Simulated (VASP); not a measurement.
# Mo3W (Pm-3n) in VASP: single point with PBE

Aim: the single point of Mo3W with PBE.

Everything below comes from runs of VASP 6.6.1. Logs are shortened: lines on timing, memory, paths and dates and some standing lists are left out, and cuts for length are marked.

## (1) The cell of the first run

The structure is cubic, space group Pm-3n (No. 223). Conventional cell: a = 5.054 Å, b = 5.054 Å, c = 5.054 Å, α = 90.00°, β = 90.00°, γ = 90.00°. Within 3.3 Å of Mo (site symmetry -4m2) lie 10 Mo at 2.53 to 3.09 Å and 4 W at 2.83 Å. Within 3.7 Å of W (site symmetry m-3) lie 12 Mo at 2.83 Å.

## (2) Single point, PBE

Input file POSCAR:

```
Mo3W
1.0
    5.0535837642      0.0000000000      0.0000000000
    0.0000000000      5.0535837642      0.0000000000
    0.0000000000      0.0000000000      5.0535837642
Mo W
6 2
Direct
    0.2500000000      0.0000000000      0.5000000000
    0.5000000000      0.7500000000      0.0000000000
    0.7500000000      0.0000000000      0.5000000000
    0.5000000000      0.2500000000      0.0000000000
    0.0000000000      0.5000000000      0.7500000000
    0.0000000000      0.5000000000      0.2500000000
    0.0000000000      0.0000000000      0.0000000000
    0.5000000000      0.5000000000      0.5000000000
```

Input file INCAR.step1:

```
SYSTEM = Mo3W
PREC = Accurate
ENCUT = 400
EDIFF = 1E-6
ISMEAR = 0
SIGMA = 0.1
LREAL = .FALSE.
LASPH = .TRUE.
NELM = 120
ALGO = Normal
ISIF = 2
LWAVE = .FALSE.
LCHARG = .TRUE.
LMAXMIX = 4
GGA = PE
NBANDS = 66
GGA_COMPAT = .FALSE.
NEDOS = 2001
LORBIT = 11
```

Input file KPOINTS.step1:

```
regular mesh
0
G
  8 8 8
  0 0 0
```

Input file INCAR.step2:

```
SYSTEM = Mo3W
PREC = Accurate
ENCUT = 400
EDIFF = 1E-6
ISMEAR = -5
SIGMA = 0.1
LREAL = .FALSE.
LASPH = .TRUE.
NELM = 120
ALGO = Normal
ISIF = 2
LWAVE = .FALSE.
LCHARG = .FALSE.
LMAXMIX = 4
GGA = PE
LORBIT = 10
NBANDS = 66
NEDOS = 2001
ICHARG = 11
GGA_COMPAT = .FALSE.
```

Input file KPOINTS.step2:

```
regular mesh
0
G
  12 12 12
  0 0 0
```

Potentials or basis: VASP PAW PBE potentials, release 64 (Mo_sv, W_sv).

Started as:

```sh
cat potpaw_PBE.64/Mo_sv/POTCAR potpaw_PBE.64/W_sv/POTCAR > POTCAR
cp INCAR.step1 INCAR
cp KPOINTS.step1 KPOINTS
mpirun -np 1 vasp_std > vasp.out
cp INCAR.step2 INCAR
cp KPOINTS.step2 KPOINTS
mpirun -np 1 vasp_std > vasp.out
```

OUTCAR:

```text
SYSTEM = Mo3W
   PREC = Accurate
   ENCUT = 400
   EDIFF = 1E-6
   ISMEAR = -5
   LREAL = .FALSE.
   LASPH = .TRUE.
   NELM = 120
   ISIF = 2
   GGA = PE
   LORBIT = 10
   ICHARG = 11

 ion  position               nearest neighbor table
   1  0.250  0.000  0.500-   3 2.53   3 2.53   8 2.83   7 2.83   8 2.83   7 2.83   4 3.09   2 3.09
                             4 3.09   5 3.09   5 3.09   6 3.09   6 3.09   2 3.09
   2  0.500  0.750  0.000-   4 2.53   4 2.53   8 2.83   8 2.83   7 2.83   7 2.83   1 3.09   1 3.09
                             3 3.09   5 3.09   6 3.09   5 3.09   6 3.09   3 3.09
   3  0.750  0.000  0.500-   1 2.53   1 2.53   8 2.83   7 2.83   8 2.83   7 2.83   4 3.09   2 3.09
                             4 3.09   5 3.09   5 3.09   6 3.09   6 3.09   2 3.09
   4  0.500  0.250  0.000-   2 2.53   2 2.53   8 2.83   8 2.83   7 2.83   7 2.83   3 3.09   1 3.09
                             3 3.09   5 3.09   6 3.09   5 3.09   6 3.09   1 3.09
   5  0.000  0.500  0.750-   6 2.53   6 2.53   8 2.83   7 2.83   7 2.83   8 2.83   3 3.09   4 3.09
                             1 3.09   3 3.09   1 3.09   2 3.09   4 3.09   2 3.09
   6  0.000  0.500  0.250-   5 2.53   5 2.53   8 2.83   7 2.83   7 2.83   8 2.83   3 3.09   4 3.09
                             1 3.09   3 3.09   1 3.09   2 3.09   4 3.09   2 3.09
   7  0.000  0.000  0.000-   1 2.83   2 2.83   3 2.83   4 2.83   5 2.83   6 2.83   1 2.83   3 2.83
                             5 2.83   6 2.83   2 2.83   4 2.83
   8  0.500  0.500  0.500-   1 2.83   2 2.83   3 2.83   4 2.83   5 2.83   6 2.83   2 2.83   4 2.83
                             1 2.83   3 2.83   5 2.83   6 2.83

  LATTYP: Found a simple cubic cell.
 ALAT       =     5.0535837642

  Lattice vectors:

 A1 = (   5.0535837642,   0.0000000000,   0.0000000000)
 A2 = (   0.0000000000,   5.0535837642,   0.0000000000)
 A3 = (   0.0000000000,   0.0000000000,   5.0535837642)

Analysis of symmetry for initial positions (statically):
=====================================================================
 Subroutine PRICEL returns:
 Original cell was already a primitive cell.

 Routine SETGRP: Setting up the symmetry group for a
 simple cubic supercell.

 Subroutine GETGRP returns: Found 48 space group operations
 (whereof 24 operations were pure point group operations)
 out of a pool of 48 trial point group operations.

The static configuration has the point symmetry T_h .
 The point group associated with its full space group is O_h .

Analysis of symmetry for dynamics (positions and initial velocities):
=====================================================================
 Subroutine PRICEL returns:
 Original cell was already a primitive cell.

 Routine SETGRP: Setting up the symmetry group for a
 simple cubic supercell.

 Subroutine GETGRP returns: Found 48 space group operations
 (whereof 24 operations were pure point group operations)
 out of a pool of 48 trial point group operations.

The dynamic configuration has the point symmetry T_h .
 The point group associated with its full space group is O_h .

 Subroutine INISYM returns: Found 48 space group operations
 (whereof 24 operations are pure point group operations),
 and found     1 'primitive' translations

----------------------------------------------------------------------------------------

                                     Primitive cell

  volume of cell :     129.0620

  direct lattice vectors                    reciprocal lattice vectors
     5.053583764  0.000000000  0.000000000     0.197879376  0.000000000  0.000000000
     0.000000000  5.053583764  0.000000000     0.000000000  0.197879376  0.000000000
     0.000000000  0.000000000  5.053583764     0.000000000  0.000000000  0.197879376

  length of vectors
     5.053583764  5.053583764  5.053583764     0.197879376  0.197879376  0.197879376

  position of ions in fractional coordinates (direct lattice)
     0.250000000  0.000000000  0.500000000
     0.500000000  0.750000000  0.000000000
     0.750000000  0.000000000  0.500000000
     0.500000000  0.250000000  0.000000000
     0.000000000  0.500000000  0.750000000
     0.000000000  0.500000000  0.250000000
     0.000000000  0.000000000  0.000000000
     0.500000000  0.500000000  0.500000000

  ion indices of the primitive-cell ions
   primitive index   ion index
                 1           1
                 2           2
                 3           3
                 4           4
                 5           5
                 6           6
                 7           7
                 8           8

----------------------------------------------------------------------------------------

 KPOINTS: regular mesh

Automatic generation of k-mesh.
 Grid dimensions read from file:
 generate k-points for:   12   12   12

 Generating k-lattice:

  Cartesian coordinates                     Fractional coordinates (reciprocal lattice)
     0.016489948  0.000000000  0.000000000     0.083333333  0.000000000  0.000000000
     0.000000000  0.016489948  0.000000000     0.000000000  0.083333333  0.000000000
     0.000000000  0.000000000  0.016489948     0.000000000  0.000000000  0.083333333

  Length of vectors
     0.016489948  0.016489948  0.016489948

  Shift w.r.t. Gamma in fractional coordinates (k-lattice)
     0.000000000  0.000000000  0.000000000

 TETIRR: Found    854 inequivalent tetrahedra from    10368

 Subroutine IBZKPT returns following result:
 ===========================================

 Found     84 irreducible k-points:

 Following reciprocal coordinates:
            Coordinates               Weight
  0.000000  0.000000  0.000000      1.000000
  0.083333  0.000000  0.000000      6.000000
  0.166667  0.000000  0.000000      6.000000
  0.250000  0.000000  0.000000      6.000000
  0.333333  0.000000  0.000000      6.000000
  0.416667  0.000000  0.000000      6.000000
[... 16 lines left out ...]
  0.333333  0.333333  0.000000     12.000000
  0.416667  0.333333  0.000000     24.000000
 [... further k-points ...]
   k-points           NKPTS =     84   k-points in BZ     NKDIM =     84   number of bands    NBANDS=     66
   number of dos      NEDOS =   2001   number of ions     NIONS =      8
   total plane-waves  NPLWV =  46656
   dimension x,y,z NGX =    36 NGY =   36 NGZ =   36
   dimension x,y,z NGXF=    72 NGYF=   72 NGZF=   72
   ions per type =               6   2
   NGX,Y,Z   is equivalent  to a cutoff of  11.84, 11.84, 11.84 a.u.
   NGXF,Y,Z  is equivalent  to a cutoff of  23.69, 23.69, 23.69 a.u.
 SYSTEM =  Mo3W
   PREC   = accura    normal or accurate (medium, high low for compatibility)
   ISTART =      0    job   : 0-new  1-cont  2-samecut
   ICHARG =     11    charge: 1-file 2-atom 10-const
   ISPIN  =      1    spin polarized calculation?
   LNONCOLLINEAR =      F non collinear calculations
   LSORBIT =      F    spin-orbit coupling
   LASPH  =      T    aspherical Exc in radial PAW
   ENCUT  =  400.0 eV  29.40 Ry    5.42 a.u.   8.24  8.24  8.24*2*pi/ulx,y,z
   NELM   =    120;   NELMIN=  2; NELMDL=  0     # of ELM steps
   EDIFF  = 0.1E-05   stopping-criterion for ELM
   LREAL  =      F    real-space projection
   EDIFFG = 0.1E-04   stopping-criterion for IOM
   NSW    =      0    number of steps for IOM
   IBRION =     -1    ionic relax: 0-MD 1-quasi-New 2-CG
   NFREE  =      0    steps in history (QN), initial steepest desc. (CG)
   ISIF   =      2    stress and relaxation
   ISYM   =      2    0-nonsym 1-usesym 2-fastsym
   POTIM  = 0.5000    time-step for ionic-motion
   TEBEG  =    0.0;   TEEND  =   0.0 temperature during run
   PSTRESS=    0.0 pullay stress
   NELECT =     112.0000    total number of electrons
   NUPDOWN=      -1.0000    fix difference up-down
   EMIN   =  10.00;   EMAX   =-10.00  energy-range for DOS
   EFERMI =   0.00;   METHOD = LEGACY
   ISMEAR =    -5;   SIGMA  =   0.10  broadening in eV -4-tet -1-fermi 0-gaus
   EFERMI_NEDOS =   21; number of points for ismear=-14 and -15
   IALGO  =     38    algorithm
   IMIX   =      4    mixing-type and parameters
     AMIX     =   0.40;   BMIX     =  1.00
     AMIX_MAG =   1.60;   BMIX_MAG =  1.00
  volume/ion in A,a.u.               =      16.13       108.87
  Fermi-wavevector in a.u.,A,eV,Ry     =   1.561522  2.950848 33.175768  2.438350
  Thomas-Fermi vector in A             =   2.664575
   LORBIT       =     10    0 simple, 1 ext, 2 COOP (PROOUT), +10 PAW based schemes
   GGA     = PE    functional components
   LHFCALC =     F    Hartree Fock is set to
   AEXX    =    0.0000 exact exchange contribution
   IVDW    =     0    specifies the selected vdW correction
   LEPSILON=     F    determine dielectric tensor
   LRPA    =     F    only Hartree local field effects (RPA)
 non-spin polarized calculation
 Fermi weights with tetrahedron method with Bloechl corrections
  energy-cutoff  :      400.00
  volume of cell :      129.06
 maximum number of plane-waves:      2367
 NGX is ok and might be reduce to    36

 number of electron     111.9999990 magnetization

 Free energy of the ion-electron system (eV)
  ---------------------------------------------------
  ext. energy  EPLUGINS =         0.00000000
  ---------------------------------------------------
  free energy    TOTEN  =       -90.83961515 eV

  energy without entropy =      -90.83961515  energy(sigma->0) =      -90.83961515

 E-fermi :  11.6258     XC(G=0): -13.2840

 val. band max:       11.6963995609   @ k =   0.5000   0.5000   0.0000
 cond. band min:      11.6300205756   @ k =   0.3333   0.3333   0.0000
 fundamental gap:     -0.0663789853
 Fermi energy:        11.6258427606

 k-point     1 :       0.0000    0.0000    0.0000
  band No.  band energies     occupation
      1     -62.0419      2.00000
      2     -62.0413      2.00000
      3     -49.4323      2.00000
      4     -49.3586      2.00000
      5     -49.3586      2.00000
      6     -49.1243      2.00000
[... 58 lines left out ...]
     65      13.4848      0.00000
     66      13.8343      0.00000

 k-point     2 :       0.0833    0.0000    0.0000
  band No.  band energies     occupation
      1     -62.0418      2.00000
      2     -62.0413      2.00000
      3     -49.4301      2.00000
      4     -49.3596      2.00000
      5     -49.3557      2.00000
      6     -49.1288      2.00000
[... 58 lines left out ...]
     65      13.7847      0.00000
     66      13.8135      0.00000

 k-point     3 :       0.1667    0.0000    0.0000
  band No.  band energies     occupation
      1     -62.0418      2.00000
      2     -62.0413      2.00000
      3     -49.4241      2.00000
      4     -49.3624      2.00000
      5     -49.3467      2.00000
      6     -49.1418      2.00000
[... 1438 lines left out ...]
     65      13.6114      0.00000
     66      14.1175      0.00000

 k-point    24 :       0.4167    0.3333    0.0000
  band No.  band energies     occupation
      1     -62.0415      2.00000
      2     -62.0415      2.00000
      3     -49.3860      2.00000
      4     -49.3284      2.00000
      5     -49.2822      2.00000
      6     -49.2218      2.00000
[... 58 lines left out ...]
     65      13.5257      0.00000
     66      14.3359      0.00000

 [... further k-points ...]

------------------------ aborting loop because EDIFF is reached ----------------------------------------

  FORCE on cell =-STRESS in cart. coord.  units (eV):
  Direction    XX          YY          ZZ          XY          YZ          ZX
  --------------------------------------------------------------------------------------
  -------------------------------------------------------------------------------------
  Total        0.1022408      0.1022408      0.1022408      0.0000000     -0.0000000      0.0000000
  in kB        1.2692186      1.2692186      1.2692186      0.0000000     -0.0000000      0.0000000
  external PRESSURE =       1.2692186 kB  Pullay stress =       0.0000000 kB

 VOLUME and BASIS-vectors are now :
 -----------------------------------------------------------------------------
  energy-cutoff  :      400.00
  volume of cell :      129.06
      direct lattice vectors                 reciprocal lattice vectors
     5.053583764  0.000000000  0.000000000     0.197879376  0.000000000  0.000000000
     0.000000000  5.053583764  0.000000000     0.000000000  0.197879376  0.000000000
     0.000000000  0.000000000  5.053583764     0.000000000  0.000000000  0.197879376

 POSITION                                       TOTAL-FORCE (eV/Angst)
 -----------------------------------------------------------------------------------
      1.26340      0.00000      2.52679         0.000000     -0.000000      0.000000
      2.52679      3.79019      0.00000        -0.000000     -0.000000     -0.000000
      3.79019      0.00000      2.52679        -0.000000      0.000000     -0.000000
      2.52679      1.26340      0.00000         0.000000      0.000000      0.000000
      0.00000      2.52679      3.79019         0.000000      0.000000     -0.000000
      0.00000      2.52679      1.26340         0.000000     -0.000000      0.000000
      0.00000      0.00000      0.00000         0.000000     -0.000000     -0.000000
      2.52679      2.52679      2.52679         0.000000     -0.000000     -0.000000
 -----------------------------------------------------------------------------------
    total drift:                                0.000000      0.000000     -0.000000

  FREE ENERGIE OF THE ION-ELECTRON SYSTEM (eV)
  ---------------------------------------------------
  free  energy   TOTEN  =       -90.8396151483 eV

  energy  without entropy=      -90.8396151483  energy(sigma->0) =      -90.83961515

 total charge

# of ion       s       p       d       tot
------------------------------------------
    1        2.375   6.204   3.898  12.477
    2        2.375   6.204   3.898  12.477
    3        2.375   6.204   3.898  12.477
    4        2.375   6.204   3.898  12.477
    5        2.375   6.204   3.898  12.477
    6        2.375   6.204   3.898  12.477
    7        2.427   6.322   3.288  12.037
    8        2.427   6.322   3.288  12.037
--------------------------------------------------
tot         19.106  49.870  29.963  98.939
```

Wall time 6.8 min (1 thread of AMD EPYC 7R13 (Zen 3), shared host); peak memory 0.42 GiB.

Results:

| Property | Result |
| --- | --- |
| Valence electrons inside the program's atomic spheres | Mo 12.48; W 12.04 |

Caveat: spin-orbit coupling is left out, which moves the levels of the heavy elements; tetrahedron occupations give inexact forces and stress in metals.
